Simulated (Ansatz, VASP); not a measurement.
# One calculation of Ta, two programs

```
Ta
1.0
     3.12433    0.00000    0.00000
    -1.56217    2.70575    0.00000
     0.00000    0.00000    4.45216
Ta
2
Direct
  0.66667 0.33333 0.75000
  0.33333 0.66667 0.25000
```

Alike in both runs: task single point; functional LDA; k mesh 21 × 21 × 10; occupations gaussian, width 0.15 eV; no spin polarisation.

|  | VASP | Ansatz |
| --- | --- | --- |
| version | VASP 6.6.1 | Ansatz 0.2.0 |
| potentials or method | VASP PAW LDA potentials, release 64 (Ta_pv), cutoff 520 eV | scalar-relativistic, plane waves, PAW |
| valence electrons in the cell | 22 | 26 |

```csv
,VASP,Ansatz,Ansatz less VASP
gap on the k mesh at the Fermi level (eV),none,none,-
pressure (GPa),-9.6,-10.2,-0.63
"traceless stress, the component that is largest in VASP (GPa)",3.97,4.01,+0.043
```

LDA's correlation is that of Perdew and Zunger in VASP and of Perdew and Wang (1992) in Ansatz. A gap of «none» marks a metal or a gap that the smearing closes. VASP's potentials hold 22 valence electrons a cell and Ansatz's 26, so a difference there can come from the potentials and not from the codes.

Spin-orbit coupling is off throughout.
